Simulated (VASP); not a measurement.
# Ga2O3 (R-3c) in VASP: a series of runs

Aim: see how the results for Ga2O3 move with the level of theory and the settings. Levels: PBE, r2SCAN. Tasks: single point.

Everything below comes from runs of VASP 6.6.1. Logs are shortened: lines on timing, memory, paths and dates and some standing lists are left out, and cuts for length are marked.

## (1) The cell of the first run

The structure is trigonal, space group R-3c (No. 167). The conventional cell has a = 4.885 Å, b = 4.885 Å, c = 13.644 Å, α = 90.00°, β = 90.00°, γ = 120.00°. Ga (site symmetry 3) has 6 O at 1.91 to 2.06 Å within 2.5 Å. O (site symmetry 2) has 4 Ga at 1.91 to 2.06 Å and 2 O at 2.58 Å within 2.6 Å.

## (2) Single point, PBE (epitaxial xy strain -2.0%)

INCAR

```
SYSTEM = Ga2O3
ALGO = Normal
EDIFF = 1E-6
ENCUT = 1340
GGA = PE
GGA_COMPAT = .FALSE.
ISIF = 2
ISMEAR = -1
LASPH = .TRUE.
LCHARG = .TRUE.
LELF = .TRUE.
LREAL = .FALSE.
LVHAR = .TRUE.
LWAVE = .FALSE.
NBANDS = 55
NELM = 120
PREC = Accurate
SIGMA = 0.02
```

KPOINTS

```
k-points
0
G
  6 6 6
  0 0 0
```

POSCAR

```
Ga2O3
1.0
    2.4424145492      1.4101286974      4.5481072840
   -2.4424145492      1.4101286974      4.5481072840
    0.0000000000     -2.8202573949      4.5481072840
Ga O
4 6
Direct
    0.8539694516      0.8539694516      0.8539694516
    0.3539694516      0.3539694516      0.3539694516
    0.1460305484      0.1460305484      0.1460305484
    0.6460305484      0.6460305484      0.6460305484
    0.4456121361      0.0543878639      0.7500000000
    0.0543878639      0.7500000000      0.4456121361
    0.5543878639      0.9456121361      0.2500000000
    0.2500000000      0.5543878639      0.9456121361
    0.9456121361      0.2500000000      0.5543878639
    0.7500000000      0.4456121361      0.0543878639
```

Potentials or basis: VASP PAW PBE potentials, release 64 (Ga_d, O_h).

Command:

```bash
$ cat potpaw_PBE.64/Ga_d/POTCAR potpaw_PBE.64/O_h/POTCAR > POTCAR
$ mpirun -np 1 vasp_std > vasp.out
```

OUTCAR:

```text
SYSTEM = Ga2O3
   EDIFF = 1E-6
   ENCUT = 1340
   GGA = PE
   ISIF = 2
   ISMEAR = -1
   LASPH = .TRUE.
   LREAL = .FALSE.
   NELM = 120
   PREC = Accurate

 ion  position               nearest neighbor table
   1  0.854  0.854  0.854-   9 1.91   7 1.91   8 1.91  10 2.06   6 2.06   5 2.06   4 2.84   3 2.88
                             3 2.88   3 2.88
   2  0.354  0.354  0.354-  10 1.91   5 1.91   6 1.91   9 2.06   8 2.06   7 2.06   3 2.84   4 2.88
                             4 2.88   4 2.88
   3  0.146  0.146  0.146-   6 1.91   5 1.91  10 1.91   8 2.06   9 2.06   7 2.06   2 2.84   1 2.88
                             1 2.88   1 2.88
   4  0.646  0.646  0.646-   8 1.91   7 1.91   9 1.91   6 2.06  10 2.06   5 2.06   1 2.84   2 2.88
                             2 2.88   2 2.88
   5  0.446  0.054  0.750-   2 1.91   3 1.91   1 2.06   4 2.06
   6  0.054  0.750  0.446-   3 1.91   2 1.91   4 2.06   1 2.06
   7  0.554  0.946  0.250-   1 1.91   4 1.91   3 2.06   2 2.06
   8  0.250  0.554  0.946-   4 1.91   1 1.91   3 2.06   2 2.06
   9  0.946  0.250  0.554-   1 1.91   4 1.91   2 2.06   3 2.06
  10  0.750  0.446  0.054-   2 1.91   3 1.91   1 2.06   4 2.06

  LATTYP: Found a trigonal (rhomboedric) cell.
 ALAT       =     5.3515541332
 COS(alpha) =     0.5834099368

  Lattice vectors:

 A1 = (   2.4424145492,   1.4101286974,   4.5481072840)
 A2 = (  -2.4424145492,   1.4101286974,   4.5481072840)
 A3 = (   0.0000000000,  -2.8202573949,   4.5481072840)

Analysis of symmetry for initial positions (statically):
=====================================================================
 Subroutine PRICEL returns:
 Original cell was already a primitive cell.

 Routine SETGRP: Setting up the symmetry group for a
 trigonal (rhombohedral) supercell.

 Subroutine GETGRP returns: Found 12 space group operations
 (whereof  6 operations were pure point group operations)
 out of a pool of 12 trial point group operations.

The static configuration has the point symmetry S_6 .
 The point group associated with its full space group is D_3d.

Analysis of symmetry for dynamics (positions and initial velocities):
=====================================================================
 Subroutine PRICEL returns:
 Original cell was already a primitive cell.

 Routine SETGRP: Setting up the symmetry group for a
 trigonal (rhombohedral) supercell.

 Subroutine GETGRP returns: Found 12 space group operations
 (whereof  6 operations were pure point group operations)
 out of a pool of 12 trial point group operations.

The dynamic configuration has the point symmetry S_6 .
 The point group associated with its full space group is D_3d.

 Subroutine INISYM returns: Found 12 space group operations
 (whereof  6 operations are pure point group operations),
 and found     1 'primitive' translations

----------------------------------------------------------------------------------------

                                     Primitive cell

  volume of cell :      93.9853

  direct lattice vectors                    reciprocal lattice vectors
     2.442414549  1.410128697  4.548107284     0.204715453  0.118192522  0.073290561
    -2.442414549  1.410128697  4.548107284    -0.204715453  0.118192522  0.073290561
     0.000000000 -2.820257395  4.548107284     0.000000000 -0.236385043  0.073290561

  length of vectors
     5.351554133  5.351554133  5.351554133     0.247486151  0.247486151  0.247486151

  position of ions in fractional coordinates (direct lattice)
     0.853969452  0.853969452  0.853969452
     0.353969452  0.353969452  0.353969452
     0.146030548  0.146030548  0.146030548
     0.646030548  0.646030548  0.646030548
     0.445612136  0.054387864  0.750000000
     0.054387864  0.750000000  0.445612136
     0.554387864  0.945612136  0.250000000
     0.250000000  0.554387864  0.945612136
     0.945612136  0.250000000  0.554387864
     0.750000000  0.445612136  0.054387864

  ion indices of the primitive-cell ions
   primitive index   ion index
                 1           1
                 2           2
                 3           3
                 4           4
                 5           5
                 6           6
                 7           7
                 8           8
                 9           9
                10          10

----------------------------------------------------------------------------------------

 KPOINTS: k-points

Automatic generation of k-mesh.
 Grid dimensions read from file:
 generate k-points for:    6    6    6

 Generating k-lattice:

  Cartesian coordinates                     Fractional coordinates (reciprocal lattice)
     0.034119242  0.019698754  0.012215093     0.166666667  0.000000000  0.000000000
    -0.034119242  0.019698754  0.012215093     0.000000000  0.166666667  0.000000000
     0.000000000 -0.039397507  0.012215093     0.000000000  0.000000000  0.166666667

  Length of vectors
     0.041247692  0.041247692  0.041247692

  Shift w.r.t. Gamma in fractional coordinates (k-lattice)
     0.000000000  0.000000000  0.000000000

 Subroutine IBZKPT returns following result:
 ===========================================

 Found     32 irreducible k-points:

 Following reciprocal coordinates:
            Coordinates               Weight
  0.000000  0.000000  0.000000      1.000000
  0.166667 -0.000000 -0.000000      6.000000
  0.333333  0.000000  0.000000      6.000000
  0.500000 -0.000000  0.000000      3.000000
  0.166667  0.166667 -0.000000      6.000000
  0.333333  0.166667  0.000000     12.000000
[... 16 lines left out ...]
  0.500000  0.500000  0.166667      6.000000
 -0.333333  0.500000  0.166667     12.000000
 [... further k-points ...]
   k-points           NKPTS =     32   k-points in BZ     NKDIM =     32   number of bands    NBANDS=     55
   number of dos      NEDOS =    301   number of ions     NIONS =     10
   total plane-waves  NPLWV = 262144
   dimension x,y,z NGX =    64 NGY =   64 NGZ =   64
   dimension x,y,z NGXF=   128 NGYF=  128 NGZF=  128
   ions per type =               4   6
   NGX,Y,Z   is equivalent  to a cutoff of  19.88, 19.88, 19.88 a.u.
   NGXF,Y,Z  is equivalent  to a cutoff of  39.76, 39.76, 39.76 a.u.
 SYSTEM =  Ga2O3
   PREC   = accura    normal or accurate (medium, high low for compatibility)
   ISTART =      0    job   : 0-new  1-cont  2-samecut
   ICHARG =      2    charge: 1-file 2-atom 10-const
   ISPIN  =      1    spin polarized calculation?
   LNONCOLLINEAR =      F non collinear calculations
   LSORBIT =      F    spin-orbit coupling
   LASPH  =      T    aspherical Exc in radial PAW
   ENCUT  = 1340.0 eV  98.49 Ry    9.92 a.u.  15.97 15.97 15.97*2*pi/ulx,y,z
   NELM   =    120;   NELMIN=  2; NELMDL= -5     # of ELM steps
   EDIFF  = 0.1E-05   stopping-criterion for ELM
   LREAL  =      F    real-space projection
[... 7 lines left out ...]
   TEBEG  =    0.0;   TEEND  =   0.0 temperature during run
   PSTRESS=    0.0 pullay stress
   NELECT =      88.0000    total number of electrons
   NUPDOWN=      -1.0000    fix difference up-down
   EMIN   =  10.00;   EMAX   =-10.00  energy-range for DOS
   EFERMI =   0.00;   METHOD = LEGACY
   ISMEAR =    -1;   SIGMA  =   0.02  broadening in eV -4-tet -1-fermi 0-gaus
   EFERMI_NEDOS =   21; number of points for ismear=-14 and -15
   IALGO  =     38    algorithm
   IMIX   =      4    mixing-type and parameters
     AMIX     =   0.40;   BMIX     =  1.00
     AMIX_MAG =   1.60;   BMIX_MAG =  1.00
  volume/ion in A,a.u.               =       9.40        63.42
  Fermi-wavevector in a.u.,A,eV,Ry     =   1.601581  3.026550 34.899802  2.565063
  Thomas-Fermi vector in A             =   2.698537
   LORBIT       =      0    0 simple, 1 ext, 2 COOP (PROOUT), +10 PAW based schemes
   GGA     = PE    functional components
   LHFCALC =     F    Hartree Fock is set to
   AEXX    =    0.0000 exact exchange contribution
   IVDW    =     0    specifies the selected vdW correction
   LEPSILON=     F    determine dielectric tensor
   LRPA    =     F    only Hartree local field effects (RPA)
 non-spin polarized calculation
  energy-cutoff  :     1340.00
  volume of cell :       93.99
 maximum number of plane-waves:     10510
   NGX = 31   NGY = 31   NGZ = 31

 number of electron      88.0000003 magnetization

 Free energy of the ion-electron system (eV)
  ---------------------------------------------------
  ext. energy  EPLUGINS =         0.00000000
  ---------------------------------------------------
  free energy    TOTEN  =       -59.00140778 eV

  energy without entropy =      -59.00140778  energy(sigma->0) =      -59.00140778

 E-fermi :   5.8481     XC(G=0): -12.3424

 val. band max:        5.3286474746   @ k =  -0.1667   0.1667   0.0000
 cond. band min:       8.4523120237   @ k =   0.0000   0.0000   0.0000
 fundamental gap:      3.1236645491
 Fermi energy:         5.8481116635

 k-point     1 :       0.0000    0.0000    0.0000
  band No.  band energies     occupation
      1     -13.9289      2.00000
      2     -11.9036      2.00000
      3     -11.8086      2.00000
      4     -11.8086      2.00000
      5     -11.7273      2.00000
      6     -11.7273      2.00000
[... 47 lines left out ...]
     54      16.7261      0.00000
     55      17.9366      0.00000

 k-point     2 :       0.1667   -0.0000   -0.0000
  band No.  band energies     occupation
      1     -13.7952      2.00000
      2     -11.9796      2.00000
      3     -11.8340      2.00000
      4     -11.8159      2.00000
      5     -11.7893      2.00000
      6     -11.7503      2.00000
[... 47 lines left out ...]
     54      17.4681      0.00000
     55      17.7253      0.00000

 k-point     3 :       0.3333    0.0000    0.0000
  band No.  band energies     occupation
      1     -13.4204      2.00000
      2     -12.3445      2.00000
      3     -11.8574      2.00000
      4     -11.8387      2.00000
      5     -11.8331      2.00000
      6     -11.7954      2.00000
[... 1152 lines left out ...]
 k-point    23 :       0.5000    0.5000    0.1667
  band No.  band energies     occupation
      1     -13.0610      2.00000
      2     -12.4834      2.00000
      3     -12.0969      2.00000
      4     -11.9321      2.00000
      5     -11.8183      2.00000
      6     -11.7886      2.00000
[... 47 lines left out ...]
     54      17.8527      0.00000
     55      17.9963      0.00000

 k-point    24 :      -0.3333    0.5000    0.1667
  band No.  band energies     occupation
      1     -12.8467      2.00000
      2     -12.5275      2.00000
      3     -12.1793      2.00000
      4     -12.0504      2.00000
      5     -11.8152      2.00000
      6     -11.7779      2.00000
[... 47 lines left out ...]
     54      17.7111      0.00000
     55      17.9969      0.00000

 [... further k-points ...]
[... 5 lines left out ...]
  --------------------------------------------------------------------------------------
  -------------------------------------------------------------------------------------
  Total       12.3043533     12.3043533      5.9859637      0.0000000     -0.0000000      0.0000000
  in kB      209.7535373    209.7535372    102.0433201      0.0000000     -0.0000000      0.0000000
  external PRESSURE =     173.8501315 kB  Pullay stress =       0.0000000 kB

 VOLUME and BASIS-vectors are now :
 -----------------------------------------------------------------------------
  energy-cutoff  :     1340.00
  volume of cell :       93.99
      direct lattice vectors                 reciprocal lattice vectors
     2.442414549  1.410128697  4.548107284     0.204715453  0.118192522  0.073290561
    -2.442414549  1.410128697  4.548107284    -0.204715453  0.118192522  0.073290561
     0.000000000 -2.820257395  4.548107284     0.000000000 -0.236385043  0.073290561

 POSITION                                       TOTAL-FORCE (eV/Angst)
 -----------------------------------------------------------------------------------
      0.00000     -0.00000     11.65183         0.000000     -0.000000      0.072407
      0.00000     -0.00000      4.82967         0.000000     -0.000000      0.072407
      0.00000     -0.00000      1.99249         0.000000      0.000000     -0.072407
      0.00000     -0.00000      8.81465         0.000000      0.000000     -0.072407
      0.95553     -1.41013      5.68513         0.012396     -0.000000     -0.000000
     -1.69897     -0.12245      5.68513        -0.006198     -0.010735     -0.000000
     -0.95553      1.41013      7.95919        -0.012396     -0.000000     -0.000000
     -0.74344     -1.53258      7.95919         0.006198     -0.010735     -0.000000
      1.69897      0.12245      7.95919         0.006198      0.010735     -0.000000
      0.74344      1.53258      5.68513        -0.006198      0.010735     -0.000000
 -----------------------------------------------------------------------------------
    total drift:                               -0.000000      0.000000      0.000000

  FREE ENERGIE OF THE ION-ELECTRON SYSTEM (eV)
  ---------------------------------------------------
  free  energy   TOTEN  =       -59.0014077802 eV

  energy  without entropy=      -59.0014077802  energy(sigma->0) =      -59.00140778
```

It took 8.1 min on 1 thread of Intel Xeon 6975P-C (Granite Rapids), shared host; peak memory 0.85 GiB.

What came out:

| Item | Value |
| --- | --- |
| Free energy | -59.0014 eV |
| Pressure | 17.4 GPa |
| Largest force | 0.072 eV/Å |
| Band gap on the k mesh | 3.12 eV (least direct gap 3.32 eV) |

Forces in eV/Å, atoms in the order of the input:
```
Ga   0.000  0.000  0.072
Ga   0.000  0.000  0.072
Ga   0.000  0.000 -0.072
Ga   0.000  0.000 -0.072
O    0.012  0.000  0.000
O   -0.006 -0.011  0.000
O   -0.012  0.000  0.000
O    0.006 -0.011  0.000
O    0.006  0.011  0.000
O   -0.006  0.011  0.000
```

Stress tensor (GPa, compression positive):
```
20.98  0.00  0.00
 0.00 20.98  0.00
 0.00  0.00 10.20
```

Caveat: the cell differs from its parent crystal (epitaxial xy strain -2.0%); the stress differs along the axes, from 10 to 21 GPa.

## (3) Single point, PBE (epitaxial xy strain +2.0%)

INCAR

```
  PREC = Accurate
  ENCUT = 520
  EDIFF = 1E-7
  ISMEAR = -1
  SIGMA = 0.02
  LREAL = F
  LASPH = T
  NELM = 100
  ALGO = Normal
  ISIF = 2
  LWAVE = F
  LCHARG = F
  GGA = PE
  NBANDS = 55
```

KPOINTS

```
Automatic mesh
0
Gamma
  6 6 6
```

POSCAR

```
Ga2O3
1.0
    2.5421049389      1.4676849708      4.4176390373
   -2.5421049389      1.4676849708      4.4176390373
    0.0000000000     -2.9353699416      4.4176390373
Ga O
4 6
Direct
    0.8566493890      0.8566493890      0.8566493890
    0.3566493890      0.3566493890      0.3566493890
    0.1433506110      0.1433506110      0.1433506110
    0.6433506110      0.6433506110      0.6433506110
    0.4468003497      0.0531996503      0.7500000000
    0.0531996503      0.7500000000      0.4468003497
    0.5531996503      0.9468003497      0.2500000000
    0.2500000000      0.5531996503      0.9468003497
    0.9468003497      0.2500000000      0.5531996503
    0.7500000000      0.4468003497      0.0531996503
```

Potentials or basis: VASP PAW PBE potentials, release 64 (Ga_d, O).

Command:

```bash
$ cat potpaw_PBE.64/Ga_d/POTCAR potpaw_PBE.64/O/POTCAR > POTCAR
$ mpirun -np 1 vasp_std > vasp.out
```

Run time: 2.1 min. Hardware: 1 thread of Intel Xeon 6975P-C (Granite Rapids), shared host; peak memory 0.3 GiB.

Results (log left out):

* Free energy: -59.3184 eV
* Pressure: 3.9 GPa
* Largest force: 0.083 eV/Å
* Band gap on the k mesh: 2.49 eV (least direct gap 2.67 eV)

Forces on the atoms (eV/Å):
```
Ga   0.000  0.000  0.083
Ga   0.000  0.000  0.083
Ga   0.000  0.000 -0.083
Ga   0.000  0.000 -0.083
O    0.019  0.000  0.000
O   -0.009 -0.016  0.000
O   -0.019  0.000  0.000
O    0.009 -0.016  0.000
O    0.009  0.016  0.000
O   -0.009  0.016  0.000
```

Stress tensor (GPa, compression positive):
```
1.47 0.00 0.00
0.00 1.47 0.00
0.00 0.00 8.81
```

Levels at points of the mesh, in eV from the valence-band top:
```
           k point  band 40  band 41  band 42  band 43  band 44  band 45  band 46  band 47  band 48  band 49
(0.00, 0.00, 0.00)    -0.43    -0.43    -0.30    -0.30    -0.19     2.49     6.48     6.49     8.36     9.85
(0.50, 0.00, 0.00)    -1.22    -0.92    -0.92    -0.14    -0.14     6.17     6.17     6.41     6.41     9.55
(0.50, 0.50, 0.00)    -1.08    -0.91    -0.66    -0.23    -0.15     6.27     6.45     7.19     7.37     8.58
(0.50, 0.50, 0.50)    -1.43    -0.41    -0.41    -0.41    -0.41     5.55     5.55     7.65     7.65     9.02
```

Caveat: the cell differs from its parent crystal (epitaxial xy strain +2.0%); the stress differs along the axes, from 1 to 9 GPa. A k mesh can miss the band edges.

## (4) Single point, PBE (epitaxial xy strain +3.0%)

INCAR

```
PREC = Accurate ; ENCUT = 520
EDIFF = 1E-7 ; ISMEAR = -1
SIGMA = 0.02 ; LREAL = False
LASPH = True ; NELM = 100
ALGO = Normal ; ISIF = 2
LWAVE = False ; LCHARG = False
GGA = PE ; NBANDS = 55
```

KPOINTS

```
regular mesh
0
Gamma
  6 6 6
```

POSCAR

```
Ga2O3
1.0
    2.5670275364      1.4820740391      4.3877600286
   -2.5670275364      1.4820740391      4.3877600286
    0.0000000000     -2.9641480783      4.3877600286
Ga O
4 6
Direct
    0.8572186743      0.8572186743      0.8572186743
    0.3572186743      0.3572186743      0.3572186743
    0.1427813257      0.1427813257      0.1427813257
    0.6427813257      0.6427813257      0.6427813257
    0.4469564431      0.0530435569      0.7500000000
    0.0530435569      0.7500000000      0.4469564431
    0.5530435569      0.9469564431      0.2500000000
    0.2500000000      0.5530435569      0.9469564431
    0.9469564431      0.2500000000      0.5530435569
    0.7500000000      0.4469564431      0.0530435569
```

Command:

```bash
$ cat potpaw_PBE.64/Ga_d/POTCAR potpaw_PBE.64/O/POTCAR > POTCAR
$ mpirun -np 1 vasp_std > vasp.out
```

Wall time 1.9 min (1 thread of Intel Xeon 6975P-C (Granite Rapids), shared host); peak memory 0.31 GiB.

It converged, with:

```yaml
Free_energy: -59.2781 eV
Pressure: 0.9 GPa
Largest_force: 0.085 eV/Å
Band_gap_on_the_k_mesh: 2.28 eV (least direct gap 2.42 eV)
```

Forces on the atoms (eV/Å):
```
Ga   0.000  0.000  0.085
Ga   0.000  0.000  0.085
Ga   0.000  0.000 -0.085
Ga   0.000  0.000 -0.085
O    0.016  0.000  0.000
O   -0.008 -0.014  0.000
O   -0.016  0.000  0.000
O    0.008 -0.014  0.000
O    0.008  0.014  0.000
O   -0.008  0.014  0.000
```

Stress tensor (GPa, compression positive):
```
-2.82  0.00  0.00
 0.00 -2.82  0.00
 0.00  0.00  8.44
```

Levels at points of the mesh, in eV from the valence-band top:
| k point | band 42 | band 43 | band 44 | band 45 | band 46 | band 47 |
| --- | --- | --- | --- | --- | --- | --- |
| (0.00, 0.00, 0.00) | -0.33 | -0.33 | -0.13 | 2.28 | 6.29 | 6.36 |
| (0.50, 0.00, 0.00) | -0.89 | -0.14 | -0.14 | 5.99 | 5.99 | 6.22 |
| (0.50, 0.50, 0.00) | -0.65 | -0.23 | -0.16 | 6.08 | 6.25 | 6.94 |
| (0.50, 0.50, 0.50) | -0.47 | -0.47 | -0.47 | 5.37 | 5.37 | 7.51 |

Caveat: the cell differs from its parent crystal (epitaxial xy strain +3.0%); the stress differs along the axes, from -3 to 8 GPa.

(Continued in part 2 of 2.)
